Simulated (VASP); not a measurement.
# Si29C3 (P1) in VASP: single point with PBEsol

Aim: the single point of Si29C3 with PBEsol.

Everything below comes from runs of VASP 6.6.1. Logs are shortened: lines on timing, memory, paths and dates and some standing lists are left out, and cuts for length are marked.

## (1) The cell of the first run

The typed cell holds 64 atoms: a = 10.609 Å, b = 10.609 Å, c = 10.609 Å, α = 90.00°, β = 90.00°, γ = 90.00°.

## (2) Single point, PBEsol

Contents of INCAR:

```
PREC     = Accurate       # precision mode
ENCUT    = 520            # plane-wave cutoff, eV
EDIFF    = 1E-6           # SCF threshold, eV
ISMEAR   = -1             # smearing method
SIGMA    = 0.05           # smearing width, eV
LREAL    = Auto         
LASPH    = True           # aspherical terms in the spheres
NELM     = 60             # most SCF steps
ALGO     = Normal         # electronic algorithm
ISIF     = 2              # what is computed and relaxed
LWAVE    = False          # write WAVECAR
LCHARG   = True           # write CHGCAR
GGA      = PS             # functional
LELF     = True           # ELF
LVHAR    = True         
NBANDS   = 166            # bands
```

Contents of KPOINTS:

```
Automatic mesh
0
Gamma
  1 1 1
  0.5 0.5 0.5
```

Contents of POSCAR:

```
Si29C3
1.0
   10.6085164234      0.0000000000      0.0000000000
    0.0000000000     10.6085164234      0.0000000000
    0.0000000000      0.0000000000     10.6085164234
Si C
58 6
Direct
    0.9895510000      0.9886130000      0.9874980000
    0.0029110000      0.9970900000      0.4962470000
    0.0104670000      0.4978820000      0.9955300000
    0.9982770000      0.5029280000      0.4977380000
    0.5075780000      0.9869310000      0.5169680000
    0.4828120000      0.5285890000      0.9709810000
    0.5066920000      0.4974210000      0.5043440000
    0.1165810000      0.1221460000      0.1175420000
    0.1349860000      0.1166940000      0.6277430000
    0.1411060000      0.6249630000      0.1168790000
    0.1223510000      0.6275680000      0.6304790000
    0.6143560000      0.1122910000      0.1168450000
    0.6509170000      0.1115040000      0.6366890000
    0.6115790000      0.6489350000      0.1091700000
    0.5981580000      0.6375660000      0.6538240000
    0.2605950000      0.2379220000      0.9976310000
    0.2543650000      0.2496330000      0.5015570000
    0.2804220000      0.7360660000      0.9712830000
    0.2443300000      0.7499910000      0.4998080000
    0.7447840000      0.2423580000      0.9922220000
    0.7505270000      0.2535960000      0.4957680000
    0.7381470000      0.7560570000      0.5167740000
    0.3776290000      0.3829280000      0.1145880000
    0.3842300000      0.3684100000      0.6337810000
    0.3829360000      0.8816660000      0.1097920000
    0.3891220000      0.8396640000      0.6459320000
    0.8738820000      0.3755230000      0.1168990000
    0.8714490000      0.3846760000      0.6308910000
    0.8523230000      0.8353980000      0.0763220000
    0.8614780000      0.8978440000      0.6375750000
    0.2496980000      0.0012120000      0.2423930000
    0.2711460000      0.9921520000      0.7552520000
    0.2521900000      0.4965400000      0.2504870000
    0.2701730000      0.5161670000      0.7563430000
    0.7534650000      0.9839490000      0.2329560000
    0.7466950000      0.5155650000      0.2317920000
    0.7517960000      0.5223650000      0.7678990000
    0.3803610000      0.1186380000      0.3803050000
    0.4047300000      0.1011980000      0.8954650000
    0.3721310000      0.6206040000      0.3833730000
    0.8752710000      0.1205350000      0.3689400000
    0.8644360000      0.1132400000      0.8493010000
    0.8698800000      0.6327230000      0.3758200000
    0.8816070000      0.6510350000      0.9034110000
    0.9975340000      0.2518240000      0.2462810000
    0.0074360000      0.2531140000      0.7455800000
    0.9937510000      0.7487300000      0.2303500000
    0.9939250000      0.7603630000      0.7521120000
    0.5002590000      0.2498350000      0.2446270000
    0.5165380000      0.2380370000      0.7590660000
    0.4891440000      0.7530030000      0.2548330000
    0.1245650000      0.3726100000      0.3762990000
    0.1411990000      0.3737380000      0.8701840000
    0.1220210000      0.8717290000      0.3619920000
    0.1363730000      0.8705850000      0.8724790000
    0.6288620000      0.3817160000      0.3634670000
    0.6239300000      0.3855010000      0.8783200000
    0.6260310000      0.8746050000      0.3733380000
    0.5025590000      0.9989170000      0.0181410000
    0.6626960000      0.8073720000      0.0417450000
    0.7844740000      0.0328660000      0.7172640000
    0.3848050000      0.6348150000      0.8482380000
    0.4523450000      0.6996970000      0.7389370000
    0.5804000000      0.8924390000      0.0098090000
```

Potentials or basis: VASP PAW PBE potentials, release 64 (Si, C).

The run is started by

```console
> cat potpaw_PBE.64/Si/POTCAR potpaw_PBE.64/C/POTCAR > POTCAR
> mpirun -np 1 vasp_std > vasp.out
```

OUTCAR:

```text
PREC = Accurate
   ENCUT = 520
   EDIFF = 1E-6
   ISMEAR = -1
   LREAL = Auto
   LASPH = True
   NELM = 60
   ISIF = 2
   GGA = PS

 ion  position               nearest neighbor table
   1  0.990  0.989  0.987-  55 2.34  29 2.38  42 2.38   8 2.39
   2  0.003  0.997  0.496-  41 2.32  54 2.32   9 2.35  30 2.37
   3  0.010  0.498  0.996-  10 2.32  53 2.33  27 2.33  44 2.34
   4  0.998  0.503  0.498-  52 2.32  28 2.32  43 2.33  11 2.34
   5  0.508  0.987  0.517-  58 2.31  13 2.38  38 2.42  26 2.43
   6  0.483  0.529  0.971-  62 2.01  57 2.35  14 2.38  23 2.44  18 3.07
   7  0.507  0.497  0.504-  40 2.32  56 2.33  24 2.33  15 2.38
   8  0.117  0.122  0.118-  45 2.31  31 2.32  16 2.34   1 2.39
   9  0.135  0.117  0.628-  17 2.32  46 2.34   2 2.35  32 2.38
  10  0.141  0.625  0.117-  33 2.29   3 2.32  47 2.37  18 2.44
  11  0.122  0.628  0.630-  19 2.30   4 2.34  48 2.35  34 2.37
  12  0.614  0.112  0.117-  59 1.99  49 2.33  35 2.36  20 2.36
  13  0.651  0.112  0.637-  61 1.85  50 2.35  21 2.37   5 2.38
  14  0.612  0.649  0.109-  60 1.91  51 2.30   6 2.38  36 2.40
  15  0.598  0.638  0.654-  63 1.91  37 2.37   7 2.38  22 2.43  26 3.09
  16  0.261  0.238  0.998-  23 2.33   8 2.34  53 2.35  39 2.37
  17  0.254  0.250  0.502-  52 2.32  38 2.32   9 2.32  24 2.34
[... 40 lines left out ...]
  58  0.626  0.875  0.373-  22 2.30   5 2.31  51 2.31  35 2.32
  59  0.503  0.999  0.018-  64 1.40  39 1.99  12 1.99  25 2.03
  60  0.663  0.807  0.042-  64 1.30  14 1.91  29 2.07
  61  0.784  0.033  0.717-  42 1.85  30 1.85  13 1.85
  62  0.385  0.635  0.848-  63 1.53  34 2.00   6 2.01  18 2.02
  63  0.452  0.700  0.739-  62 1.53  26 1.90  15 1.91
  64  0.580  0.892  0.010-  60 1.30  59 1.40  25 2.35

  LATTYP: Found a simple cubic cell.
 ALAT       =    10.6085164234

  Lattice vectors:

 A1 = (  10.6085164234,   0.0000000000,   0.0000000000)
 A2 = (   0.0000000000,  10.6085164234,   0.0000000000)
 A3 = (   0.0000000000,   0.0000000000,  10.6085164234)

Analysis of symmetry for initial positions (statically):
=====================================================================
 Subroutine PRICEL returns:
 Original cell was already a primitive cell.

 Routine SETGRP: Setting up the symmetry group for a
 simple cubic supercell.

 Subroutine GETGRP returns: Found  1 space group operations
 (whereof  1 operations were pure point group operations)
 out of a pool of 48 trial point group operations.

The static configuration has the point symmetry C_1 .

Analysis of symmetry for dynamics (positions and initial velocities):
=====================================================================
 Subroutine PRICEL returns:
 Original cell was already a primitive cell.

 Routine SETGRP: Setting up the symmetry group for a
 simple cubic supercell.

 Subroutine GETGRP returns: Found  1 space group operations
 (whereof  1 operations were pure point group operations)
 out of a pool of 48 trial point group operations.

The dynamic configuration has the point symmetry C_1 .

 Subroutine INISYM returns: Found  1 space group operations
 (whereof  1 operations are pure point group operations),
 and found     1 'primitive' translations

----------------------------------------------------------------------------------------

                                     Primitive cell

  volume of cell :    1193.8890

  direct lattice vectors                    reciprocal lattice vectors
    10.608516423  0.000000000  0.000000000     0.094263888  0.000000000  0.000000000
     0.000000000 10.608516423  0.000000000     0.000000000  0.094263888  0.000000000
     0.000000000  0.000000000 10.608516423     0.000000000  0.000000000  0.094263888

  length of vectors
    10.608516423 10.608516423 10.608516423     0.094263888  0.094263888  0.094263888

  position of ions in fractional coordinates (direct lattice)
     0.989551000  0.988613000  0.987498000
     0.002911000  0.997090000  0.496247000
     0.010467000  0.497882000  0.995530000
     0.998277000  0.502928000  0.497738000
     0.507578000  0.986931000  0.516968000
     0.482812000  0.528589000  0.970981000
[... 56 lines left out ...]
     0.452345000  0.699697000  0.738937000
     0.580400000  0.892439000  0.009809000

  ion indices of the primitive-cell ions
   primitive index   ion index
                 1           1
                 2           2
                 3           3
                 4           4
                 5           5
                 6           6
[... 56 lines left out ...]
                63          63
                64          64

----------------------------------------------------------------------------------------

 KPOINTS: Automatic mesh

Automatic generation of k-mesh.
 Grid dimensions read from file:
 generate k-points for:    1    1    1

 Generating k-lattice:

  Cartesian coordinates                     Fractional coordinates (reciprocal lattice)
     0.094263888  0.000000000  0.000000000     1.000000000  0.000000000  0.000000000
     0.000000000  0.094263888  0.000000000     0.000000000  1.000000000  0.000000000
     0.000000000  0.000000000  0.094263888     0.000000000  0.000000000  1.000000000

  Length of vectors
     0.094263888  0.094263888  0.094263888

  Shift w.r.t. Gamma in fractional coordinates (k-lattice)
     0.500000000  0.500000000  0.500000000

 Subroutine IBZKPT returns following result:
 ===========================================

 Found      1 irreducible k-points:

 Following reciprocal coordinates:
            Coordinates               Weight
  0.500000  0.500000  0.500000      1.000000
   k-points           NKPTS =      1   k-points in BZ     NKDIM =      1   number of bands    NBANDS=    166
   number of dos      NEDOS =    301   number of ions     NIONS =     64
   total plane-waves  NPLWV = 512000
   dimension x,y,z NGX =    80 NGY =   80 NGZ =   80
   dimension x,y,z NGXF=   160 NGYF=  160 NGZF=  160
   ions per type =              58   6
   NGX,Y,Z   is equivalent  to a cutoff of  12.54, 12.54, 12.54 a.u.
   NGXF,Y,Z  is equivalent  to a cutoff of  25.07, 25.07, 25.07 a.u.
 SYSTEM =  unknown system
   PREC   = accura    normal or accurate (medium, high low for compatibility)
   ISTART =      0    job   : 0-new  1-cont  2-samecut
   ICHARG =      2    charge: 1-file 2-atom 10-const
   ISPIN  =      1    spin polarized calculation?
   LNONCOLLINEAR =      F non collinear calculations
   LSORBIT =      F    spin-orbit coupling
   LASPH  =      T    aspherical Exc in radial PAW
   ENCUT  =  520.0 eV  38.22 Ry    6.18 a.u.  19.72 19.72 19.72*2*pi/ulx,y,z
   NELM   =     60;   NELMIN=  2; NELMDL= -5     # of ELM steps
   EDIFF  = 0.1E-05   stopping-criterion for ELM
   LREAL  =      T    real-space projection
   EDIFFG = 0.1E-04   stopping-criterion for IOM
   NSW    =      0    number of steps for IOM
[... 5 lines left out ...]
   TEBEG  =    0.0;   TEEND  =   0.0 temperature during run
   PSTRESS=    0.0 pullay stress
   NELECT =     256.0000    total number of electrons
   NUPDOWN=      -1.0000    fix difference up-down
   EMIN   =  10.00;   EMAX   =-10.00  energy-range for DOS
   EFERMI =   0.00;   METHOD = LEGACY
   ISMEAR =    -1;   SIGMA  =   0.05  broadening in eV -4-tet -1-fermi 0-gaus
   EFERMI_NEDOS =   21; number of points for ismear=-14 and -15
   IALGO  =     38    algorithm
   IMIX   =      4    mixing-type and parameters
     AMIX     =   0.40;   BMIX     =  1.00
     AMIX_MAG =   1.60;   BMIX_MAG =  1.00
  volume/ion in A,a.u.               =      18.65       125.89
  Fermi-wavevector in a.u.,A,eV,Ry     =   0.979866  1.851679 13.063471  0.960138
  Thomas-Fermi vector in A             =   2.110752
   LORBIT       =      0    0 simple, 1 ext, 2 COOP (PROOUT), +10 PAW based schemes
   GGA     = PS    functional components
   LHFCALC =     F    Hartree Fock is set to
   AEXX    =    0.0000 exact exchange contribution
   IVDW    =     0    specifies the selected vdW correction
   LEPSILON=     F    determine dielectric tensor
   LRPA    =     F    only Hartree local field effects (RPA)
 non-spin polarized calculation
  energy-cutoff  :      520.00
  volume of cell :     1193.89
 maximum number of plane-waves:     32200
 NGX is ok and might be reduce to    80
   NGX = 39   NGY = 39   NGZ = 39

 number of electron     255.9999999 magnetization

 Free energy of the ion-electron system (eV)
  ---------------------------------------------------
  ext. energy  EPLUGINS =         0.00000000
  ---------------------------------------------------
  free energy    TOTEN  =      -375.43416463 eV

  energy without entropy =     -375.39794959  energy(sigma->0) =     -375.41605711

 E-fermi :   5.9377     XC(G=0):  -9.6674

 val. band max:        5.7664868095   @ k =   0.5000   0.5000   0.5000
 cond. band min:       6.0962565978   @ k =   0.5000   0.5000   0.5000
 fundamental gap:      0.3297697883
 Fermi energy:         5.9377167621

 k-point     1 :       0.5000    0.5000    0.5000
  band No.  band energies     occupation
      1     -10.4349      2.00000
      2      -8.4777      2.00000
      3      -7.7243      2.00000
      4      -6.5618      2.00000
      5      -5.6499      2.00000
      6      -5.3994      2.00000
[... 132 lines left out ...]
    139       7.3771      0.00000
    140       7.3968      0.00000
 [bands above 140 left out]

------------------------ aborting loop because EDIFF is reached ----------------------------------------

  FORCE on cell =-STRESS in cart. coord.  units (eV):
  Direction    XX          YY          ZZ          XY          YZ          ZX
  --------------------------------------------------------------------------------------
  -------------------------------------------------------------------------------------
  Total        5.3687032     -3.9570554      1.4885239      3.2032658     -2.3808631     -6.0161434
  in kB        7.2047019     -5.3102962      1.9975720      4.2987244     -3.1950750     -8.0735549
  external PRESSURE =       1.2973259 kB  Pullay stress =       0.0000000 kB

 VOLUME and BASIS-vectors are now :
 -----------------------------------------------------------------------------
  energy-cutoff  :      520.00
  volume of cell :     1193.89
      direct lattice vectors                 reciprocal lattice vectors
    10.608516423  0.000000000  0.000000000     0.094263888  0.000000000  0.000000000
     0.000000000 10.608516423  0.000000000     0.000000000  0.094263888  0.000000000
     0.000000000  0.000000000 10.608516423     0.000000000  0.000000000  0.094263888

 POSITION                                       TOTAL-FORCE (eV/Angst)
 -----------------------------------------------------------------------------------
     10.49767     10.48772     10.47589        -0.007703      0.009220      0.000848
      0.03088     10.57765      5.26444        -0.003263     -0.001610      0.010893
      0.11104      5.28179     10.56110         0.000340     -0.014521      0.007122
     10.59024      5.33532      5.28026         0.004787     -0.000769      0.004124
      5.38465     10.46987      5.48426        -0.003517      0.010810      0.016662
      5.12192      5.60755     10.30067         0.008072     -0.008415      0.003482
[... 56 lines left out ...]
      4.79871      7.42275      7.83903        -0.000781      0.017312     -0.020561
      6.15718      9.46745      0.10406        -0.014628      0.006403     -0.005983
 -----------------------------------------------------------------------------------
    total drift:                               -0.013746     -0.010631      0.011116

  FREE ENERGIE OF THE ION-ELECTRON SYSTEM (eV)
  ---------------------------------------------------
  free  energy   TOTEN  =      -375.4341646259 eV

  energy  without entropy=     -375.3979495921  energy(sigma->0) =     -375.41605711
```

It took 15 min on 1 thread of AMD EPYC 7R43 (Zen 3), shared host; peak memory 0.93 GiB.

What came out:

```
Free energy   : -375.4342 eV
Pressure      : 0.1 GPa
Largest force : 0.051 eV/Å
```

Forces in eV/Å, atoms in the order of the input:
```
Si  -0.008  0.009  0.001
Si  -0.003 -0.002  0.011
Si   0.000 -0.015  0.007
Si   0.005 -0.001  0.004
Si  -0.004  0.011  0.017
Si   0.008 -0.008  0.003
Si   0.006  0.005  0.012
Si  -0.017  0.008 -0.005
Si   0.003  0.000 -0.014
Si  -0.003  0.015 -0.008
Si  -0.016 -0.009 -0.003
Si   0.011  0.016  0.006
Si   0.005  0.004 -0.018
Si   0.000 -0.023 -0.010
Si   0.020 -0.013 -0.015
Si   0.004 -0.003  0.007
Si  -0.007 -0.005  0.008
Si  -0.002  0.000  0.001
Si   0.017  0.027  0.002
Si   0.006 -0.003 -0.002
Si   0.008  0.008  0.013
Si   0.004 -0.003  0.018
Si   0.000  0.001 -0.001
Si   0.005 -0.004 -0.006
Si   0.006  0.001 -0.009
Si  -0.004 -0.003 -0.013
Si  -0.003 -0.001 -0.005
Si  -0.016 -0.011 -0.005
Si  -0.014 -0.009 -0.001
Si   0.012 -0.007 -0.019
Si   0.025  0.009 -0.002
Si   0.000  0.010  0.004
Si   0.005 -0.007  0.016
Si   0.015  0.013  0.023
Si   0.017  0.016  0.021
Si   0.000 -0.013  0.009
Si   0.014  0.008 -0.004
Si   0.003  0.000 -0.001
Si  -0.006  0.008 -0.010
Si   0.002 -0.022 -0.008
Si  -0.021 -0.009 -0.001
Si   0.009  0.019  0.019
Si  -0.011 -0.004  0.003
Si  -0.020 -0.003  0.001
Si   0.003 -0.002  0.004
Si  -0.013  0.003  0.007
Si   0.004  0.004  0.007
Si  -0.002 -0.004 -0.004
Si  -0.002  0.005 -0.005
Si  -0.010  0.007  0.000
Si   0.010  0.000  0.013
Si  -0.007  0.003 -0.012
Si   0.005  0.002 -0.001
Si  -0.007 -0.003  0.001
Si  -0.013 -0.001  0.002
Si   0.015  0.000  0.000
Si   0.004 -0.006  0.002
Si   0.001  0.000 -0.025
C   -0.022  0.020 -0.016
C    0.042 -0.028 -0.006
C   -0.019 -0.007  0.000
C   -0.026 -0.026  0.014
C   -0.001  0.017 -0.021
C   -0.015  0.006 -0.006
```

Levels at points of the mesh, in eV from the Fermi level:
```
           k point  band 124  band 125  band 126  band 127  band 128  band 129  band 130  band 131  band 132  band 133
(0.50, 0.50, 0.50)     -0.48     -0.43     -0.39     -0.24     -0.17      0.16      0.58      0.83      0.99      1.11
```

Caveat: the k points lie up to 0.59 Å⁻¹ apart; the PAW data sets were made with another functional, which shifts forces and pressure a little.
